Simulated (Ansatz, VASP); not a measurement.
Two plane-wave programs on SnO

```xyz
4
Lattice="3.8198 0.0000 0.0000 0.0000 3.8198 0.0000 0.0000 0.0000 22.3646" Properties=species:S:1:pos:R:3 pbc="T T T"
Sn    1.9099    0.0000   10.0000
Sn    0.0000    1.9099   12.3646
O     0.0000    0.0000   11.1823
O     1.9099    1.9099   11.1823
```

Alike in both runs: task relaxation of the atoms; functional PBE; dispersion D3(BJ); k mesh 7 × 7 × 1; occupations gaussian, width 0.05 eV; no spin polarisation.

```csv
,VASP,Ansatz
version,VASP 6.6.1,Ansatz 0.2.0
potentials or method,"VASP PAW PBE potentials, release 64 (Sn_d, O), cutoff 520 eV","scalar-relativistic, plane waves, PAW"
valence electrons in the cell,40,40
```

```tsv
	VASP	Ansatz	Ansatz less VASP
gap on the k mesh at the Fermi level, each at its own relaxed structure (eV)	3.06	3.07	+0.013
```

Ansatz's warnings: published levels not confirmed.
